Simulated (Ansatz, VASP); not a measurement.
# LiCl in VASP and in Ansatz

The input INCAR:

```
PREC = Accurate ; ENCUT = 520
EDIFF = 1E-6 ; ISMEAR = 0
SIGMA = 0.02 ; LREAL = False
LASPH = True ; NELM = 60
ALGO = Normal ; ISIF = 2
LWAVE = False ; LCHARG = True
GGA = PE ; LELF = True
LVHAR = True ; NBANDS = 12
```

Contents of KPOINTS:

```
Automatic mesh
0
Gamma
  8 8 8
```

POSCAR

```
LiCl
1.0
    0.0000000000      2.5996168602      2.5996168602
    2.5996168602      0.0000000000      2.5996168602
    2.5996168602      2.5996168602      0.0000000000
Li Cl
1 1
Direct
    0.0000000000      0.0000000000      0.0000000000
    0.5000000000      0.5000000000      0.5000000000
```

Input for Ansatz:

```yaml
crystal:
  lattice:
    - [0.0, 2.5996168602, 2.5996168602]
    - [2.5996168602, 0.0, 2.5996168602]
    - [2.5996168602, 2.5996168602, 0.0]
  atoms:
    - { symbol: Li, position: [0.0, 0.0, 0.0] }
    - { symbol: Cl, position: [0.5, 0.5, 0.5] }
basis:
  ecutwfc: 420
kpoints:
  mp_grid: { grid: [8, 8, 8] }
hamiltonian:
  xc: pbe
scf:
  occupations: { method: gaussian, width: 0.02 }
output:
  forces: true
  stress: true
  eigenvalues: true
```

Alike in both runs: task single point; functional PBE; k mesh 8 × 8 × 8; occupations gaussian, width 0.02 eV; no spin polarisation.

|  | VASP | Ansatz |
| --- | --- | --- |
| version | VASP 6.6.1 | Ansatz 0.2.0 |
| potentials or method | VASP PAW PBE potentials, release 64 (Li_sv, Cl), cutoff 520 eV | scalar-relativistic, plane waves, PAW |
| valence electrons in the cell | 10 | 10 |

|  | VASP | Ansatz | Ansatz less VASP |
| --- | --- | --- | --- |
| gap on the k mesh at the Fermi level (eV) | 6.11 | 6.10 | -0.011 |
| least direct gap on the mesh (eV) | 6.11 | 6.10 | -0.011 |

Noted on VASP's run: the cutoff is short for stress, so the pressure is rough.
